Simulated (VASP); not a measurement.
Runs of VASP 6.6.1 on Ag. The structure is that of space group P6_3/mmc (No. 194), or close to it. The cells are those of the table. 

```csv
task,cell,k mesh for the DOS,occupations for the DOS,gap on the mesh (eV),pressure (GPa)
electric field gradients,"a = 2.949, b = 2.949, c = 4.822 Å, angles 90.0, 90.0, 120.0°, 2 atoms",-,-,none,-11.8
electric field gradients,"a = 2.987, b = 2.987, c = 4.884 Å, angles 90.0, 90.0, 120.0°, 2 atoms",-,-,none,-13.9
electric field gradients,"a = 2.969, b = 2.969, c = 4.853 Å, angles 90.0, 90.0, 120.0°, 2 atoms",-,-,none,(a)
electric field gradients,"a = 2.910, b = 2.910, c = 4.758 Å, angles 90.0, 90.0, 120.0°, 2 atoms",-,-,none,-8.9
```

Alike in all rows: level LDA; potentials or basis VASP PAW LDA potentials, release 64 (Ag); no spin polarisation; k mesh 14 × 14 × 8; cutoff (eV) 520; smearing fermi-dirac 0.05 eV.

Problem. Estimate the missing entries.

Solution. (a) -12.9.

A k mesh can miss the band edges, and the runs leave out spin-orbit coupling on Ag.

A gap of «none» marks levels without a gap at the run's occupations.
